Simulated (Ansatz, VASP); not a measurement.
**Two plane-wave programs on BiTe3**

```
Bi Te
1.0
     6.04127    0.00000    0.00000
     0.00000    6.04127    0.00000
     0.00000    0.00000    6.04127
Bi Te
1 3
Cartesian
  0.0000 0.0000 0.0000
  3.0206 0.0000 0.0000
  0.0000 0.0000 3.0206
  0.0000 3.0206 0.0000
```

Alike in both runs: task single point; functional PBEsol; k mesh 6 × 6 × 6; occupations gaussian, width 0.05 eV; no spin polarisation.

|  | VASP | Ansatz |
| --- | --- | --- |
| version | VASP 6.6.1 | Ansatz 0.2.0 |
| potentials or method | VASP PAW PBE potentials, release 64 (Bi_d, Te), cutoff 520 eV | scalar-relativistic, plane waves, PAW |
| valence electrons in the cell | 33 | 63 |

Ansatz gave:

- gap on the k mesh at the Fermi level (eV): none
- pressure (GPa): -1.1

Question: Estimate VASP's values.

Answer: gap on the k mesh at the Fermi level (eV): none; pressure (GPa): -1.2.

VASP's potentials were made for PBE, not for PBEsol. A gap of «none» marks a metal or a gap that the smearing closes. With one functional, cell and mesh, what is left measures potentials, basis and numerics. VASP's potentials hold 33 valence electrons a cell and Ansatz's 63, so a difference there can come from the potentials and not from the codes.

Spin-orbit coupling is off throughout.
